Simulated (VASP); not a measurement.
# MgS (Fm-3m) in VASP: further runs

The runs below take MgS through single point, relaxation of cell and atoms, with PBE.

Everything below comes from runs of VASP 6.6.1. Logs are shortened: lines on timing, memory, paths and dates and some standing lists are left out, and cuts for length are marked.

**1. The cell of the first run**

The structure is cubic, space group Fm-3m (No. 225). The conventional cell has a = 5.229 Å, b = 5.229 Å, c = 5.229 Å, α = 90.00°, β = 90.00°, γ = 90.00°. Within 3.4 Å of Mg (site symmetry m-3m) lie 6 S at 2.61 Å. S (site symmetry m-3m) has 6 Mg at 2.61 Å within 3.4 Å.

**2. Single point, PBE**

The input, INCAR:

```
SYSTEM = MgS
PREC = Accurate
ENCUT = 520
EDIFF = 1E-6
ISMEAR = 0
SIGMA = 0.02
LREAL = .FALSE.
LASPH = .TRUE.
NELM = 60
ALGO = Normal
ISIF = 2
LWAVE = .FALSE.
LCHARG = .FALSE.
GGA = PE
NBANDS = 11
```

The input, KPOINTS:

```
regular mesh
0
G
  8 8 8
  0 0 0
```

The input, POSCAR:

```
MgS
1.0
    0.0000000000      2.6147247329      2.6147247329
    2.6147247329      0.0000000000      2.6147247329
    2.6147247329      2.6147247329      0.0000000000
Mg S
1 1
Direct
    0.5000000000      0.5000000000      0.5000000000
    0.0000000000      0.0000000000      0.0000000000
```

Potentials or basis: VASP PAW PBE potentials, release 64 (Mg, S).

Started as:

```bash
$ cat potpaw_PBE.64/Mg/POTCAR potpaw_PBE.64/S/POTCAR > POTCAR
$ mpirun -np 1 vasp_std > vasp.out
```

OUTCAR:

```text
SYSTEM = MgS
   PREC = Accurate
   ENCUT = 520
   EDIFF = 1E-6
   ISMEAR = 0
   LREAL = .FALSE.
   LASPH = .TRUE.
   NELM = 60
   ISIF = 2
   GGA = PE

 ion  position               nearest neighbor table
   1  0.500  0.500  0.500-   2 2.61   2 2.61   2 2.61   2 2.61   2 2.61   2 2.61
   2  0.000  0.000  0.000-   1 2.61   1 2.61   1 2.61   1 2.61   1 2.61   1 2.61

  LATTYP: Found a face centered cubic cell.
 ALAT       =     5.2294494658

  Lattice vectors:

 A1 = (   0.0000000000,   2.6147247329,   2.6147247329)
 A2 = (   2.6147247329,   0.0000000000,   2.6147247329)
 A3 = (   2.6147247329,   2.6147247329,   0.0000000000)

Analysis of symmetry for initial positions (statically):
[... 33 lines left out ...]
                                     Primitive cell

  volume of cell :      35.7526

  direct lattice vectors                    reciprocal lattice vectors
     0.000000000  2.614724733  2.614724733    -0.191224718  0.191224718  0.191224718
     2.614724733  0.000000000  2.614724733     0.191224718 -0.191224718  0.191224718
     2.614724733  2.614724733  0.000000000     0.191224718  0.191224718 -0.191224718

  length of vectors
     3.697779179  3.697779179  3.697779179     0.331210927  0.331210927  0.331210927

  position of ions in fractional coordinates (direct lattice)
     0.500000000  0.500000000  0.500000000
     0.000000000  0.000000000  0.000000000

  ion indices of the primitive-cell ions
   primitive index   ion index
                 1           1
                 2           2

----------------------------------------------------------------------------------------

 KPOINTS: regular mesh

Automatic generation of k-mesh.
 Grid dimensions read from file:
 generate k-points for:    8    8    8

 Generating k-lattice:

  Cartesian coordinates                     Fractional coordinates (reciprocal lattice)
    -0.023903090  0.023903090  0.023903090     0.125000000  0.000000000  0.000000000
     0.023903090 -0.023903090  0.023903090     0.000000000  0.125000000  0.000000000
     0.023903090  0.023903090 -0.023903090     0.000000000  0.000000000  0.125000000

  Length of vectors
     0.041401366  0.041401366  0.041401366

  Shift w.r.t. Gamma in fractional coordinates (k-lattice)
     0.000000000  0.000000000  0.000000000

 Subroutine IBZKPT returns following result:
 ===========================================

 Found     29 irreducible k-points:

 Following reciprocal coordinates:
            Coordinates               Weight
  0.000000  0.000000  0.000000      1.000000
  0.125000  0.000000  0.000000      8.000000
  0.250000  0.000000  0.000000      8.000000
  0.375000  0.000000  0.000000      8.000000
  0.500000  0.000000  0.000000      4.000000
  0.125000  0.125000  0.000000      6.000000
[... 16 lines left out ...]
  0.500000  0.250000  0.125000     48.000000
 -0.375000  0.250000  0.125000     24.000000
 [... further k-points ...]
   k-points           NKPTS =     29   k-points in BZ     NKDIM =     29   number of bands    NBANDS=     11
   number of dos      NEDOS =    301   number of ions     NIONS =      2
   total plane-waves  NPLWV =  21952
   dimension x,y,z NGX =    28 NGY =   28 NGZ =   28
   dimension x,y,z NGXF=    56 NGYF=   56 NGZF=   56
   ions per type =               1   1
   NGX,Y,Z   is equivalent  to a cutoff of  12.59, 12.59, 12.59 a.u.
   NGXF,Y,Z  is equivalent  to a cutoff of  25.18, 25.18, 25.18 a.u.
 SYSTEM =  MgS
   PREC   = accura    normal or accurate (medium, high low for compatibility)
   ISTART =      0    job   : 0-new  1-cont  2-samecut
   ICHARG =      2    charge: 1-file 2-atom 10-const
   ISPIN  =      1    spin polarized calculation?
   LNONCOLLINEAR =      F non collinear calculations
   LSORBIT =      F    spin-orbit coupling
   LASPH  =      T    aspherical Exc in radial PAW
   ENCUT  =  520.0 eV  38.22 Ry    6.18 a.u.   6.88  6.88  6.88*2*pi/ulx,y,z
   NELM   =     60;   NELMIN=  2; NELMDL= -5     # of ELM steps
   EDIFF  = 0.1E-05   stopping-criterion for ELM
   LREAL  =      F    real-space projection
   EDIFFG = 0.1E-04   stopping-criterion for IOM
   NSW    =      0    number of steps for IOM
   IBRION =     -1    ionic relax: 0-MD 1-quasi-New 2-CG
   NFREE  =      0    steps in history (QN), initial steepest desc. (CG)
   ISIF   =      2    stress and relaxation
   ISYM   =      2    0-nonsym 1-usesym 2-fastsym
   POTIM  = 0.5000    time-step for ionic-motion
   TEBEG  =    0.0;   TEEND  =   0.0 temperature during run
   PSTRESS=    0.0 pullay stress
   NELECT =       8.0000    total number of electrons
   NUPDOWN=      -1.0000    fix difference up-down
   EMIN   =  10.00;   EMAX   =-10.00  energy-range for DOS
   EFERMI =   0.00;   METHOD = LEGACY
   ISMEAR =     0;   SIGMA  =   0.02  broadening in eV -4-tet -1-fermi 0-gaus
   EFERMI_NEDOS =   21; number of points for ismear=-14 and -15
   IALGO  =     38    algorithm
   IMIX   =      4    mixing-type and parameters
     AMIX     =   0.40;   BMIX     =  1.00
     AMIX_MAG =   1.60;   BMIX_MAG =  1.00
  volume/ion in A,a.u.               =      17.88       120.64
  Fermi-wavevector in a.u.,A,eV,Ry     =   0.993884  1.878168 13.439897  0.987805
  Thomas-Fermi vector in A             =   2.125796
   LORBIT       =      0    0 simple, 1 ext, 2 COOP (PROOUT), +10 PAW based schemes
   GGA     = PE    functional components
   LHFCALC =     F    Hartree Fock is set to
   AEXX    =    0.0000 exact exchange contribution
   IVDW    =     0    specifies the selected vdW correction
   LEPSILON=     F    determine dielectric tensor
   LRPA    =     F    only Hartree local field effects (RPA)
 non-spin polarized calculation
 Gauss-broadening in eV      SIGMA  =   0.02
  energy-cutoff  :      520.00
  volume of cell :       35.75
 maximum number of plane-waves:       982
   NGX = 13   NGY = 13   NGZ = 13

 number of electron       8.0000000 magnetization

 Free energy of the ion-electron system (eV)
  ---------------------------------------------------
  ext. energy  EPLUGINS =         0.00000000
  ---------------------------------------------------
  free energy    TOTEN  =        -8.50292303 eV

  energy without entropy =       -8.50292303  energy(sigma->0) =       -8.50292303

 E-fermi :   3.7620     XC(G=0):  -9.6264

 val. band max:        3.5922471057   @ k =   0.0000   0.0000   0.0000
 cond. band min:       6.3347738074   @ k =   0.5000   0.5000   0.0000
 fundamental gap:      2.7425267016
 Fermi energy:         3.7620261522

 k-point     1 :       0.0000    0.0000    0.0000
  band No.  band energies     occupation
      1      -8.9900      2.00000
      2       3.5922      2.00000
      3       3.5922      2.00000
      4       3.5922      2.00000
      5       7.1847      0.00000
      6      11.5557      0.00000
      7      11.5557      0.00000
      8      11.5557      0.00000
      9      13.9248      0.00000
     10      13.9248      0.00000
     11      16.0944      0.00000

 k-point     2 :       0.1250    0.0000    0.0000
  band No.  band energies     occupation
      1      -8.8426      2.00000
      2       2.5543      2.00000
      3       3.4945      2.00000
      4       3.4945      2.00000
      5       7.9928      0.00000
      6      11.2257      0.00000
      7      11.7956      0.00000
      8      11.7956      0.00000
      9      13.2790      0.00000
     10      13.2790      0.00000
     11      16.1761      0.00000

 k-point     3 :       0.2500    0.0000    0.0000
  band No.  band energies     occupation
      1      -8.4448      2.00000
      2       0.8228      2.00000
      3       3.2808      2.00000
      4       3.2808      2.00000
      5       8.4944      0.00000
      6      11.3952      0.00000
      7      11.3952      0.00000
      8      11.8118      0.00000
      9      13.8562      0.00000
     10      13.8562      0.00000
     11      15.3804      0.00000

 k-point     4 :       0.3750    0.0000    0.0000
  band No.  band energies     occupation
      1      -7.9614      2.00000
      2      -0.5923      2.00000
      3       3.0922      2.00000
      4       3.0922      2.00000
      5       8.2518      0.00000
      6      10.7276      0.00000
      7      10.7276      0.00000
      8      13.1981      0.00000
      9      15.1092      0.00000
     10      15.7965      0.00000
     11      15.7965      0.00000

 k-point     5 :       0.5000    0.0000    0.0000
  band No.  band energies     occupation
      1      -7.7227      2.00000
      2      -1.1574      2.00000
      3       3.0201      2.00000
      4       3.0201      2.00000
      5       8.1186      0.00000
      6      10.4814      0.00000
      7      10.4814      0.00000
      8      13.5408      0.00000
      9      15.6635      0.00000
     10      17.9205      0.00000
     11      17.9205      0.00000
[... 211 lines left out ...]
 k-point    21 :       0.5000    0.5000    0.0000
  band No.  band energies     occupation
      1      -7.3633      2.00000
      2      -0.5222      2.00000
      3       1.9435      2.00000
      4       1.9435      2.00000
      5       6.3348      0.00000
      6       8.0326      0.00000
      7      15.4483      0.00000
      8      16.3683      0.00000
      9      16.8092      0.00000
     10      16.8092      0.00000
     11      19.3653      0.00000

 k-point    22 :       0.3750    0.2500    0.1250
  band No.  band energies     occupation
      1      -8.1341      2.00000
      2       0.5633      2.00000
      3       2.1721      2.00000
      4       2.9355      2.00000
      5       9.3164      0.00000
      6      10.0970      0.00000
      7      10.6321      0.00000
      8      12.7217      0.00000
      9      13.6872      0.00000
     10      16.4953      0.00000
     11      18.3529      0.00000

 k-point    23 :       0.5000    0.2500    0.1250
  band No.  band energies     occupation
      1      -7.7268      2.00000
      2      -0.2562      2.00000
      3       1.6439      2.00000
      4       2.6291      2.00000
      5       9.1685      0.00000
      6       9.9527      0.00000
      7      11.3704      0.00000
      8      12.5175      0.00000
      9      15.1785      0.00000
     10      17.7633      0.00000
     11      18.3800      0.00000

 k-point    24 :      -0.3750    0.2500    0.1250
  band No.  band energies     occupation
      1      -7.5330      2.00000
      2      -0.6372      2.00000
      3       1.5024      2.00000
      4       2.4706      2.00000
      5       9.1252      0.00000
      6       9.6699      0.00000
      7      11.9616      0.00000
      8      12.9382      0.00000
      9      15.7920      0.00000
     10      16.7623      0.00000
     11      19.0642      0.00000

 [... further k-points ...]
[... 5 lines left out ...]
  --------------------------------------------------------------------------------------
  -------------------------------------------------------------------------------------
  Total       -0.0628493     -0.0628493     -0.0628493      0.0000000      0.0000000     -0.0000000
  in kB       -2.8164587     -2.8164587     -2.8164587      0.0000000      0.0000000     -0.0000000
  external PRESSURE =      -2.8164587 kB  Pullay stress =       0.0000000 kB

 VOLUME and BASIS-vectors are now :
 -----------------------------------------------------------------------------
  energy-cutoff  :      520.00
  volume of cell :       35.75
      direct lattice vectors                 reciprocal lattice vectors
     0.000000000  2.614724733  2.614724733    -0.191224718  0.191224718  0.191224718
     2.614724733  0.000000000  2.614724733     0.191224718 -0.191224718  0.191224718
     2.614724733  2.614724733  0.000000000     0.191224718  0.191224718 -0.191224718

 POSITION                                       TOTAL-FORCE (eV/Angst)
 -----------------------------------------------------------------------------------
      2.61472      2.61472      2.61472         0.000000     -0.000000      0.000000
      0.00000      0.00000      0.00000        -0.000000      0.000000     -0.000000
 -----------------------------------------------------------------------------------
    total drift:                               -0.000000      0.000000      0.000000

  FREE ENERGIE OF THE ION-ELECTRON SYSTEM (eV)
  ---------------------------------------------------
  free  energy   TOTEN  =        -8.5029230270 eV

  energy  without entropy=       -8.5029230270  energy(sigma->0) =       -8.50292303
```

It took 5.1 s on 1 thread of Intel Xeon 6975P-C (Granite Rapids), shared host; peak memory 0.15 GiB.

What came out:

* Free energy: -8.5029 eV
* Pressure: -0.3 GPa
* Band gap on the k mesh: 2.74 eV, indirect (least direct gap 3.59 eV)

Levels at points of the mesh, in eV from the valence-band top:
| k point | band 1 | band 2 | band 3 | band 4 | band 5 | band 6 | band 7 | band 8 | band 9 |
| --- | --- | --- | --- | --- | --- | --- | --- | --- | --- |
| (0.00, 0.00, 0.00) | -12.58 | 0.00 | 0.00 | 0.00 | 3.59 | 7.96 | 7.96 | 7.96 | 10.33 |
| (0.50, 0.00, 0.00) | -11.31 | -4.75 | -0.57 | -0.57 | 4.53 | 6.89 | 6.89 | 9.95 | 12.07 |
| (0.50, 0.50, 0.00) | -10.96 | -4.11 | -1.65 | -1.65 | 2.74 | 4.44 | 11.86 | 12.78 | 13.22 |

**3. Single point, PBE**

The input, INCAR:

```
ALGO = Normal
EDIFF = 1E-6
ENCUT = 520
GGA = PE
ISIF = 2
ISMEAR = 0
LASPH = True
LCHARG = False
LREAL = False
LWAVE = False
NBANDS = 11
NELM = 80
PREC = Accurate
SIGMA = 0.02
```

The input, KPOINTS:

```
k-points
0
Gamma
  8 8 8
```

POSCAR is that of step 2.

Potentials or basis: VASP PAW PBE potentials, release 64 (Mg, S).

Started as:

```bash
$ cat potpaw_PBE.64/Mg/POTCAR potpaw_PBE.64/S/POTCAR > POTCAR
$ mpirun -np 1 vasp_std > vasp.out
```

Wall time 5.1 s (1 thread of Intel Xeon 6975P-C (Granite Rapids), shared host); peak memory 0.15 GiB.

Results (log left out):

| Quantity | Value |
| --- | --- |
| Free energy | -8.5029 eV |
| Pressure | -0.3 GPa |
| Band gap on the k mesh | 2.74 eV, indirect (least direct gap 3.59 eV) |

Levels at points of the mesh, in eV from the valence-band top:
```
           k point  band 1  band 2  band 3  band 4  band 5  band 6  band 7  band 8  band 9
(0.00, 0.00, 0.00)  -12.58    0.00    0.00    0.00    3.59    7.96    7.96    7.96   10.33
(0.50, 0.00, 0.00)  -11.31   -4.75   -0.57   -0.57    4.53    6.89    6.89    9.95   12.07
(0.50, 0.50, 0.00)  -10.96   -4.11   -1.65   -1.65    2.74    4.44   11.86   12.78   13.22
```

A k mesh can miss the band edges. PBE gaps usually lie below the measured ones, often by a third to a half.

**4. Relaxation of cell and atoms, PBE**

The input, INCAR:

```
PREC = Accurate
ENCUT = 600
EDIFF = 1E-6
ISMEAR = 0
SIGMA = 0.02
LREAL = False
LASPH = True
NELM = 80
ALGO = Normal
ISIF = 3
LWAVE = False
LCHARG = False
GGA = PE
IBRION = 2
NSW = 100
EDIFFG = -0.01
```

The input, KPOINTS:

```
Automatic mesh
0
Gamma
  8 8 8
```

The input, POSCAR:

```
MgS
1.0
    0.0000000000      2.6135967066      2.6135967066
    2.6135967066      0.0000000000      2.6135967066
    2.6135967066      2.6135967066      0.0000000000
Mg S
1 1
Direct
    0.5000000000      0.5000000000      0.5000000000
    0.0000000000      0.0000000000      0.0000000000
```

Started as:

```bash
$ cat potpaw_PBE.64/Mg/POTCAR potpaw_PBE.64/S/POTCAR > POTCAR
$ mpirun -np 1 vasp_std > vasp.out
```

Run time: 7.1 s. Hardware: 1 thread of Intel Xeon 6975P-C (Granite Rapids), shared host; peak memory 0.17 GiB.

The run converged. Its results:

* Free energy: -8.5034 eV
* Relaxed volume: 17.81 Å³/atom
* Relaxed cell: a = 3.693 Å, b = 3.693 Å, c = 3.693 Å, α = 60.00°, β = 60.00°, γ = 60.00°
* Space group after relaxing (to 0.05 Å): Fm-3m (No. 225)
* Energy gained by relaxing: 0.0 meV/atom
* Ionic steps: 2
* Pressure after relaxing: 0.0 GPa
* Band gap on the k mesh: 2.75 eV, indirect (least direct gap 3.62 eV)

Final structure:
```
CELL_PARAMETERS angstrom
0.00000 2.61139 2.61139
2.61139 0.00000 2.61139
2.61139 2.61139 0.00000
ATOMIC_POSITIONS crystal
Mg 0.50000 0.50000 0.50000
S 0.00000 0.00000 0.00000
```

Levels at points of the mesh, in eV from the valence-band top:
```tsv
k point	band 2	band 3	band 4	band 5	band 6	band 7
(0.00, 0.00, 0.00)	0.00	0.00	0.00	3.62	7.96	7.96
(0.50, 0.00, 0.00)	-4.77	-0.58	-0.58	4.53	6.89	6.89
(0.50, 0.50, 0.00)	-4.13	-1.66	-1.66	2.75	4.43	11.89
```
